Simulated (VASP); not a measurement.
Write the native input for VASP 6.6.1 that does the following.

```yaml
Task: relaxation of cell and atoms
Functional: PBEsol
Potentials_or_basis: VASP PAW PBE potentials, release 64 (Mg)
Cutoff: 600 eV
k_mesh: 13 × 13 × 13
Occupations: fermi-dirac, width 0.1 eV
Spin: no spin polarisation
Target_pressure: 10 GPa
Dipole_correction: no
Further_INCAR_settings: ALGO = Normal; EDIFF = 1e-06; IBRION = 2; EDIFFG = -0.01; NSW = 80; ISIF = 3
```

The structure of Mg lies in POSCAR:

```
Mg
1.0
    3.0922690797     -0.0000000516     -0.0000000950
   -1.2681082513      2.8202889080     -0.0000000950
   -0.9120803345     -1.4101443049      2.5964842700
Mg
1
Direct
    0.0000000000      0.0000000000      0.0000000000
```

These files were run (other wordings do the same):

INCAR

```
PREC = Accurate
ENCUT = 600
EDIFF = 1E-6
ISMEAR = -1
SIGMA = 0.1
LREAL = F
LASPH = T
NELM = 100
ALGO = Normal
ISIF = 3
LWAVE = F
LCHARG = F
GGA = PS
IBRION = 2
NSW = 80
EDIFFG = -0.01
PSTRESS = 100.0
```

KPOINTS

```
Automatic mesh
0
Gamma
  13 13 13
```

Potentials or basis: VASP PAW PBE potentials, release 64 (Mg).

Launch:

```bash
$ cat potpaw_PBE.64/Mg/POTCAR > POTCAR
$ mpirun -np 1 vasp_std > vasp.out
```

It gave:

* Relaxed volume: 18.67 Å³/atom
* Relaxed cell: a = 2.898 Å, b = 2.898 Å, c = 2.898 Å, α = 107.66°, β = 107.66°, γ = 113.16°
* Space group after relaxing (to 0.1 Å): I4/mmm (No. 139)
* Energy change on relaxing (the run minimises the enthalpy): +102.6 meV/atom
* Ionic steps: 8
* Pressure after relaxing: 10.0 GPa
* Band gap on the k mesh: zero (bands 1 and 2 overlap by 4.51 eV)

Caveat: the cell is relaxed towards a set pressure, so the run minimises the enthalpy, not the energy; the volume moved by over 15 % at a fixed basis, so the end points are rough; the PAW data sets were made with another functional, which shifts forces and pressure a little.

Run time: 52 s on 1 thread of AMD EPYC 9R45 96-Core Processor (Zen 5), on a shared host, peak memory 0.15 GiB.
